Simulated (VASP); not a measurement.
# TiH5 (P6/mmm) in VASP: a series of runs, part 2 of 3

VASP 6.6.1.

## (4) Single point, PBE, collinear spin, ferromagnetic start

INCAR reads:

```
SYSTEM = TiH5
PREC     = Accurate       ! precision mode
ENCUT    = 520            ! plane-wave cutoff, eV
EDIFF    = 1E-6           ! SCF threshold, eV
ISMEAR   = 0              ! smearing method
SIGMA    = 0.1            ! smearing width, eV
LREAL    = .False.        ! projectors in reciprocal space
LASPH    = .True.         ! aspherical terms in the spheres
NELM     = 150            ! most SCF steps
ALGO     = Normal         ! electronic algorithm
ISIF     = 2              ! what is computed and relaxed
LWAVE    = .False.        ! write WAVECAR
LCHARG   = .False.        ! write CHGCAR
ISPIN    = 2              ! spin polarisation
MAGMOM   = 1 0 0 0 0 0    ! initial moments
LORBIT   = 11             ! projections on sites
LMAXMIX  = 4              ! l up to which the mixer works
GGA      = PE             ! functional
NBANDS   = 22             ! bands
```

KPOINTS reads:

```
Automatic mesh
0
Gamma
  6 6 4
  0 0 0
```

POSCAR reads:

```
TiH5
1.0
    3.0117708331      0.0000000000      0.0000000000
   -1.5058854166      2.6082700519      0.0000000000
    0.0000000000      0.0000000000      3.8941918410
Ti H
1 5
Direct
    0.0000000000      0.0000000000      0.0000000000
    0.3333333333      0.6666666667      0.7665453696
    0.6666666667      0.3333333333      0.7665453696
    0.6666666667      0.3333333333      0.2334546304
    0.3333333333      0.6666666667      0.2334546304
    0.0000000000      0.0000000000      0.5000000000
```

Potentials or basis: VASP PAW PBE potentials, release 64 (Ti_sv, H).

Command:

```bash
$ cat potpaw_PBE.64/Ti_sv/POTCAR potpaw_PBE.64/H/POTCAR > POTCAR
$ mpirun -np 1 vasp_std > vasp.out
```

OUTCAR:

```text
SYSTEM = TiH5
   PREC = Accurate
   ENCUT = 520
   EDIFF = 1E-6
   ISMEAR = 0
   LREAL = .False.
   LASPH = .True.
   NELM = 150
   ISIF = 2
   ISPIN = 2
   LORBIT = 11
   GGA = PE

 ion  position               nearest neighbor table
   1  0.000  0.000  0.000-
   2  0.333  0.667  0.767-
   3  0.667  0.333  0.767-
   4  0.667  0.333  0.233-
   5  0.333  0.667  0.233-
   6  0.000  0.000  0.500-

  LATTYP: Found a hexagonal cell.
 ALAT       =     3.0117708331
 C/A-ratio  =     1.2929907542

  Lattice vectors:

 A1 = (   3.0117708331,   0.0000000000,   0.0000000000)
[... 1197 lines left out ...]
 -----------------------------------------------------------------------------------
      0.00000      0.00000      0.00000         0.000000     -0.000000     -0.000000
     -0.00000      1.73885      2.98507         0.000000     -0.000000     -0.004474
      1.50589      0.86942      2.98507        -0.000000      0.000000     -0.004474
      1.50589      0.86942      0.90912        -0.000000      0.000000      0.004474
     -0.00000      1.73885      0.90912         0.000000      0.000000      0.004474
      0.00000      0.00000      1.94710         0.000000     -0.000000     -0.000000
 -----------------------------------------------------------------------------------
    total drift:                                0.000000      0.000000     -0.000000

  FREE ENERGIE OF THE ION-ELECTRON SYSTEM (eV)
  ---------------------------------------------------
  free  energy   TOTEN  =       -24.5616794025 eV

  energy  without entropy=      -24.5557859842  energy(sigma->0) =      -24.55873269

 total charge

# of ion       s       p       d       tot
------------------------------------------
    1        2.165   6.197   2.040  10.401
    2        0.495   0.018   0.000   0.512
    3        0.495   0.018   0.000   0.512
    4        0.495   0.018   0.000   0.512
    5        0.495   0.018   0.000   0.512
    6        0.515   0.008   0.000   0.523
--------------------------------------------------
tot          4.658   6.275   2.040  12.972

 magnetization (x)

# of ion       s       p       d       tot
------------------------------------------
    1       -0.000   0.000   0.000   0.000
    2        0.000   0.000   0.000   0.000
    3        0.000   0.000   0.000   0.000
    4        0.000   0.000   0.000   0.000
    5        0.000   0.000   0.000   0.000
    6       -0.000   0.000   0.000  -0.000
--------------------------------------------------
tot         -0.000   0.000   0.000   0.000
```

Run time: 12 s. Hardware: 1 thread of Intel Xeon 6975P-C (Granite Rapids), shared host; peak memory 0.16 GiB.

What came out:

```yaml
Free_energy: -24.5617 eV
Pressure: -0.4 GPa
Largest_force: 0.004 eV/Å
Net_moment: 0.00 μB per cell
Valence_electrons_inside_the_program's_atomic_spheres: Ti 10.40; H 0.51, 0.52
```

Forces in eV/Å, atoms in the order of the input:
```
Ti   0.000  0.000  0.000
H    0.000  0.000 -0.004
H    0.000  0.000 -0.004
H    0.000  0.000  0.004
H    0.000  0.000  0.004
H    0.000  0.000  0.000
```

Caveat: the k points lie up to 0.40 Å⁻¹ apart.

## (5) Relaxation of cell and atoms, PBE

This run uses another cell than the first one, of 8.29 Å³/atom, 1.627 times its volume.

INCAR reads:

```
PREC = Accurate
ENCUT = 600
EDIFF = 1E-6
ISMEAR = 0
SIGMA = 0.1
LREAL = F
LASPH = T
NELM = 80
ALGO = Normal
ISIF = 3
LWAVE = F
LCHARG = F
GGA = PE
IBRION = 2
NSW = 90
EDIFFG = -0.04
```

KPOINTS reads:

```
Automatic mesh
0
Gamma
  6 6 4
```

POSCAR reads:

```
TiH5
1.0
    3.5948005000      0.0000000000      0.0000000000
   -1.7974002500      3.1131885600      0.0000000000
    0.0000000000      0.0000000000      4.4471743200
Ti H
1 5
Direct
    0.0000000000      0.0000000000      0.0000000000
    0.3333333300      0.6666666700      0.6476237400
    0.6666666700      0.3333333300      0.6476237400
    0.6666666700      0.3333333300      0.3523762600
    0.3333333300      0.6666666700      0.3523762600
    0.0000000000      0.0000000000      0.5000000000
```

Command:

```bash
$ cat potpaw_PBE.64/Ti_sv/POTCAR potpaw_PBE.64/H/POTCAR > POTCAR
$ mpirun -np 1 vasp_std > vasp.out
```

Wall time 2.1 min (1 thread of Intel Xeon 6975P-C (Granite Rapids), shared host); peak memory 0.19 GiB.

The run converged. Its results:

| Quantity | Value |
| --- | --- |
| Free energy | -24.5682 eV |
| Relaxed volume | 5.09 Å³/atom |
| Relaxed cell | a = 3.014 Å, b = 3.014 Å, c = 3.883 Å, α = 90.00°, β = 90.00°, γ = 120.00° |
| Space group after relaxing (to 0.05 Å) | P6/mmm (No. 191) |
| Energy gained by relaxing | 709.5 meV/atom |
| Ionic steps | 20 |
| Pressure after relaxing | -0.2 GPa |
| Largest force after relaxing | 0.019 eV/Å |

Forces on the atoms (eV/Å):
```
Ti   0.000  0.000  0.000
H    0.000  0.000  0.019
H    0.000  0.000  0.019
H    0.000  0.000 -0.019
H    0.000  0.000 -0.019
H    0.000  0.000  0.000
```

Stress tensor (GPa, compression positive):
```
-0.49  0.00  0.00
 0.00 -0.49  0.00
 0.00  0.00  0.35
```

The path:
```
step  energy change (eV)  largest force (eV/Å)  pressure (GPa)  volume (Å³)
   1              0.0000                0.0438          -26.10        49.77
   2             -1.6884                0.2428          -21.39        40.60
   3             -2.3744                0.5736          -10.78        34.84
   4             -0.6695                2.1895           58.44        24.82
   5             -2.4191                0.7739           -5.48        33.23
   6             -2.4305                0.7812           -3.19        32.65
   7             -2.6708                0.9721           -3.43        31.36
   8             -3.5288                1.1726            7.44        27.62
   9             -1.2984                1.8197          120.39        20.81
  10             -3.7165                0.8364           16.80        26.34
  11             -3.7366                0.5804           24.43        25.56
  12             -3.8535                0.3273           24.79        25.72
  13             -3.9258                0.1218           27.17        26.01
  14             -4.1017                0.0344           16.80        27.33
  15             -4.2455                0.1093            1.63        29.95
  16             -4.2482                0.1284           -0.19        30.35
  17             -4.2482                0.1328           -0.60        30.45
  18             -4.2513                0.1105           -0.52        30.47
  19             -4.2564                0.0430           -0.27        30.53
  20             -4.2567                0.0195           -0.21        30.56
```

Final structure:
```xyz
6
Lattice="3.0144 0.0000 0.0000 -1.5072 2.6106 0.0000 0.0000 0.0000 3.8829" Properties=species:S:1:pos:R:3 pbc="T T T"
Ti    0.0000    0.0000    0.0000
H     0.0000    1.7404    2.9715
H     1.5072    0.8702    2.9715
H     1.5072    0.8702    0.9114
H     0.0000    1.7404    0.9114
H     0.0000    0.0000    1.9414
```

Levels at points of the mesh, in eV from the Fermi level:
| k point | band 4 | band 5 | band 6 | band 7 | band 8 | band 9 | band 10 | band 11 | band 12 |
| --- | --- | --- | --- | --- | --- | --- | --- | --- | --- |
| (0.00, 0.00, 0.00) | -33.35 | -12.01 | -4.56 | -4.28 | -0.18 | -0.18 | 1.70 | 1.70 | 1.80 |
| (0.50, 0.00, 0.00) | -33.37 | -7.27 | -7.23 | -4.65 | -3.69 | 1.08 | 1.12 | 2.49 | 3.78 |
| (0.00, 0.00, 0.50) | -33.35 | -10.07 | -9.19 | -0.11 | -0.11 | 0.39 | 1.49 | 1.49 | 5.16 |
| (0.50, 0.00, 0.50) | -33.40 | -6.66 | -5.99 | -5.73 | -4.15 | 0.72 | 1.35 | 1.77 | 2.50 |

Caveat: the volume moved by over 15 % at a fixed basis, so the end points are rough.

## (6) Single point, PBE

INCAR reads:

```
PREC = Accurate
ENCUT = 520
EDIFF = 1E-6
ISMEAR = 0
SIGMA = 0.1
LREAL = F
LASPH = T
NELM = 100
ALGO = Normal
ISIF = 2
LWAVE = F
LCHARG = T
GGA = PE
LELF = T
LVHAR = T
NBANDS = 18
```

KPOINTS reads:

```
Automatic mesh
0
Gamma
  12 12 10
```

POSCAR reads:

```
TiH5
1.0
    3.0059097749      0.0000000000      0.0000000000
   -1.5029548875      2.6031942265      0.0000000000
    0.0000000000      0.0000000000      3.9153298783
Ti H
1 5
Direct
    0.0000000000      0.0000000000      0.0000000000
    0.3333333333      0.6666666667      0.7665262652
    0.6666666667      0.3333333333      0.7665262652
    0.6666666667      0.3333333333      0.2334737348
    0.3333333333      0.6666666667      0.2334737348
    0.0000000000      0.0000000000      0.5000000000
```

Potentials or basis: VASP PAW PBE potentials, release 64 (Ti_sv, H).

Command:

```bash
$ cat potpaw_PBE.64/Ti_sv/POTCAR potpaw_PBE.64/H/POTCAR > POTCAR
$ mpirun -np 1 vasp_std > vasp.out
```

OUTCAR:

```text
PREC = Accurate
   ENCUT = 520
   EDIFF = 1E-6
   ISMEAR = 0
   LREAL = F
   LASPH = T
   NELM = 100
   ISIF = 2
   GGA = PE

 ion  position               nearest neighbor table
   1  0.000  0.000  0.000-
   2  0.333  0.667  0.767-
   3  0.667  0.333  0.767-
   4  0.667  0.333  0.233-
   5  0.333  0.667  0.233-
   6  0.000  0.000  0.500-

  LATTYP: Found a hexagonal cell.
 ALAT       =     3.0059097749
 C/A-ratio  =     1.3025440454

  Lattice vectors:

 A1 = (   3.0059097749,   0.0000000000,   0.0000000000)
 A2 = (  -1.5029548875,   2.6031942265,   0.0000000000)
 A3 = (   0.0000000000,   0.0000000000,   3.9153298783)

Analysis of symmetry for initial positions (statically):
=====================================================================
 Subroutine PRICEL returns:
 Original cell was already a primitive cell.

 Routine SETGRP: Setting up the symmetry group for a
 hexagonal supercell.

 Subroutine GETGRP returns: Found 24 space group operations
 (whereof 24 operations were pure point group operations)
 out of a pool of 24 trial point group operations.

The static configuration has the point symmetry D_6h.

Analysis of symmetry for dynamics (positions and initial velocities):
=====================================================================
 Subroutine PRICEL returns:
 Original cell was already a primitive cell.

 Routine SETGRP: Setting up the symmetry group for a
 hexagonal supercell.

 Subroutine GETGRP returns: Found 24 space group operations
 (whereof 24 operations were pure point group operations)
 out of a pool of 24 trial point group operations.

The dynamic configuration has the point symmetry D_6h.

 Subroutine INISYM returns: Found 24 space group operations
 (whereof 24 operations are pure point group operations),
 and found     1 'primitive' translations

----------------------------------------------------------------------------------------

                                     Primitive cell

  volume of cell :      30.6373

  direct lattice vectors                    reciprocal lattice vectors
     3.005909775  0.000000000  0.000000000     0.332677983  0.192071723  0.000000000
    -1.502954888  2.603194226  0.000000000     0.000000000  0.384143446  0.000000000
     0.000000000  0.000000000  3.915329878     0.000000000  0.000000000  0.255406321

  length of vectors
     3.005909775  3.005909775  3.915329878     0.384143446  0.384143446  0.255406321

  position of ions in fractional coordinates (direct lattice)
     0.000000000  0.000000000  0.000000000
     0.333333333  0.666666667  0.766526265
     0.666666667  0.333333333  0.766526265
     0.666666667  0.333333333  0.233473735
     0.333333333  0.666666667  0.233473735
     0.000000000  0.000000000  0.500000000

  ion indices of the primitive-cell ions
   primitive index   ion index
                 1           1
                 2           2
                 3           3
                 4           4
                 5           5
                 6           6

----------------------------------------------------------------------------------------

 KPOINTS: Automatic mesh

Automatic generation of k-mesh.
 Grid dimensions read from file:
 generate k-points for:   12   12   10

 Generating k-lattice:

  Cartesian coordinates                     Fractional coordinates (reciprocal lattice)
     0.027723165  0.016005977  0.000000000     0.083333333  0.000000000  0.000000000
     0.000000000  0.032011954  0.000000000     0.000000000  0.083333333  0.000000000
     0.000000000  0.000000000  0.025540632     0.000000000  0.000000000  0.100000000

  Length of vectors
     0.032011954  0.032011954  0.025540632

  Shift w.r.t. Gamma in fractional coordinates (k-lattice)
     0.000000000  0.000000000  0.000000000

 Subroutine IBZKPT returns following result:
 ===========================================

 Found    114 irreducible k-points:

 Following reciprocal coordinates:
            Coordinates               Weight
  0.000000  0.000000  0.000000      1.000000
  0.083333  0.000000  0.000000      6.000000
  0.166667 -0.000000  0.000000      6.000000
  0.250000 -0.000000  0.000000      6.000000
  0.333333 -0.000000  0.000000      6.000000
  0.416667 -0.000000  0.000000      6.000000
[... 16 lines left out ...]
  0.250000 -0.000000  0.100000     12.000000
  0.333333 -0.000000  0.100000     12.000000
 [... further k-points ...]
   k-points           NKPTS =    114   k-points in BZ     NKDIM =    114   number of bands    NBANDS=     18
   number of dos      NEDOS =    301   number of ions     NIONS =      6
   total plane-waves  NPLWV =  17280
   dimension x,y,z NGX =    24 NGY =   24 NGZ =   30
   dimension x,y,z NGXF=    48 NGYF=   48 NGZF=   60
   ions per type =               1   5
   NGX,Y,Z   is equivalent  to a cutoff of  13.27, 13.27, 12.74 a.u.
   NGXF,Y,Z  is equivalent  to a cutoff of  26.55, 26.55, 25.48 a.u.
 SYSTEM =  unknown system
   PREC   = accura    normal or accurate (medium, high low for compatibility)
   ISTART =      0    job   : 0-new  1-cont  2-samecut
   ICHARG =      2    charge: 1-file 2-atom 10-const
   ISPIN  =      1    spin polarized calculation?
   LNONCOLLINEAR =      F non collinear calculations
   LSORBIT =      F    spin-orbit coupling
   LASPH  =      T    aspherical Exc in radial PAW
   ENCUT  =  520.0 eV  38.22 Ry    6.18 a.u.   5.59  5.59  7.28*2*pi/ulx,y,z
   NELM   =    100;   NELMIN=  2; NELMDL= -5     # of ELM steps
   EDIFF  = 0.1E-05   stopping-criterion for ELM
   LREAL  =      F    real-space projection
   EDIFFG = 0.1E-04   stopping-criterion for IOM
   NSW    =      0    number of steps for IOM
   IBRION =     -1    ionic relax: 0-MD 1-quasi-New 2-CG
   NFREE  =      0    steps in history (QN), initial steepest desc. (CG)
   ISIF   =      2    stress and relaxation
   ISYM   =      2    0-nonsym 1-usesym 2-fastsym
   POTIM  = 0.5000    time-step for ionic-motion
   TEBEG  =    0.0;   TEEND  =   0.0 temperature during run
   PSTRESS=    0.0 pullay stress
   NELECT =      17.0000    total number of electrons
   NUPDOWN=      -1.0000    fix difference up-down
   EMIN   =  10.00;   EMAX   =-10.00  energy-range for DOS
   EFERMI =   0.00;   METHOD = LEGACY
   ISMEAR =     0;   SIGMA  =   0.10  broadening in eV -4-tet -1-fermi 0-gaus
   EFERMI_NEDOS =   21; number of points for ismear=-14 and -15
   IALGO  =     38    algorithm
   IMIX   =      4    mixing-type and parameters
     AMIX     =   0.40;   BMIX     =  1.00
     AMIX_MAG =   1.60;   BMIX_MAG =  1.00
  volume/ion in A,a.u.               =       5.11        34.46
  Fermi-wavevector in a.u.,A,eV,Ry     =   1.345264  2.542180 24.622942  1.809735
  Thomas-Fermi vector in A             =   2.473191
   LORBIT       =      0    0 simple, 1 ext, 2 COOP (PROOUT), +10 PAW based schemes
   GGA     = PE    functional components
   LHFCALC =     F    Hartree Fock is set to
   AEXX    =    0.0000 exact exchange contribution
   IVDW    =     0    specifies the selected vdW correction
   LEPSILON=     F    determine dielectric tensor
   LRPA    =     F    only Hartree local field effects (RPA)
 non-spin polarized calculation
 Gauss-broadening in eV      SIGMA  =   0.10
  energy-cutoff  :      520.00
  volume of cell :       30.64
 maximum number of plane-waves:       855
 NGX is ok and might be reduce to    24
   NGX = 11   NGY = 11   NGZ = 15

 number of electron      17.0000000 magnetization

 Free energy of the ion-electron system (eV)
  ---------------------------------------------------
  ext. energy  EPLUGINS =         0.00000000
  ---------------------------------------------------
  free energy    TOTEN  =       -24.53426821 eV

  energy without entropy =      -24.52989128  energy(sigma->0) =      -24.53207974

 E-fermi :   5.7397     XC(G=0): -11.3103

 val. band max:        5.6899955186   @ k =   0.4167   0.0833   0.5000
 cond. band min:       5.7558128223   @ k =   0.0833   0.0000   0.0000
 fundamental gap:      0.0658173036
 Fermi energy:         5.7397239741

 k-point     1 :       0.0000    0.0000    0.0000
  band No.  band energies     occupation
      1     -51.4319      2.00000
      2     -27.6178      2.00000
      3     -27.5457      2.00000
      4     -27.5457      2.00000
      5      -6.1637      2.00000
      6       1.1364      2.00000
[... 481 lines left out ...]
      5      -3.6592      2.00000
      6       0.7230      2.00000
[... 10 lines left out ...]
     17      19.2573      0.00000
     18      21.3492      0.00000

 [... further k-points ...]
[... 5 lines left out ...]
  --------------------------------------------------------------------------------------
  -------------------------------------------------------------------------------------
  Total       -0.0421325     -0.0421325     -0.0198153      0.0000000     -0.0000000      0.0000000
  in kB       -2.2033177     -2.2033177     -1.0362402      0.0000000     -0.0000000      0.0000000
  external PRESSURE =      -1.8142919 kB  Pullay stress =       0.0000000 kB

 VOLUME and BASIS-vectors are now :
 -----------------------------------------------------------------------------
  energy-cutoff  :      520.00
  volume of cell :       30.64
      direct lattice vectors                 reciprocal lattice vectors
     3.005909775  0.000000000  0.000000000     0.332677983  0.192071723  0.000000000
    -1.502954888  2.603194226  0.000000000     0.000000000  0.384143446  0.000000000
     0.000000000  0.000000000  3.915329878     0.000000000  0.000000000  0.255406321

 POSITION                                       TOTAL-FORCE (eV/Angst)
 -----------------------------------------------------------------------------------
      0.00000      0.00000      0.00000         0.000000      0.000000     -0.000000
     -0.00000      1.73546      3.00120        -0.000000     -0.000000     -0.000611
      1.50295      0.86773      3.00120        -0.000000      0.000000     -0.000611
      1.50295      0.86773      0.91413        -0.000000      0.000000      0.000611
     -0.00000      1.73546      0.91413         0.000000     -0.000000      0.000611
      0.00000      0.00000      1.95766         0.000000      0.000000     -0.000000
 -----------------------------------------------------------------------------------
    total drift:                               -0.000000      0.000000      0.000000

  FREE ENERGIE OF THE ION-ELECTRON SYSTEM (eV)
  ---------------------------------------------------
  free  energy   TOTEN  =       -24.5342682058 eV

  energy  without entropy=      -24.5298912823  energy(sigma->0) =      -24.53207974
```

stdout:

```text
POSCAR found type information on POSCAR TiH
 POSCAR found :  2 types and       6 ions
 scaLAPACK will be used
 LDA part: xc-table for (Slater+PW92), standard interpolation
 POSCAR, INCAR and KPOINTS ok, starting setup
 FFT: planning ... GRIDC
 FFT: planning ... GRID_SOFT
 FFT: planning ... GRID
 WAVECAR not read
 entering main loop
```

It took 19 s on 1 thread of Intel Xeon 6975P-C (Granite Rapids), shared host; peak memory 0.18 GiB.

What came out:

* Free energy: -24.5343 eV
* Pressure: -0.2 GPa

Levels at points of the mesh, in eV from the Fermi level:
```
           k point  band 6  band 7  band 8  band 9  band 10  band 11
(0.00, 0.00, 0.00)   -4.60   -4.18   -0.12   -0.12     1.79     1.79
(0.50, 0.00, 0.00)   -7.11   -4.66   -3.54    1.08     1.20     2.57
(0.00, 0.00, 0.50)   -9.09   -0.06   -0.06    0.41     1.59     1.59
(0.50, 0.00, 0.50)   -5.94   -5.68   -4.01    0.83     1.41     1.91
```

(Part 2 of 3 ends here.)
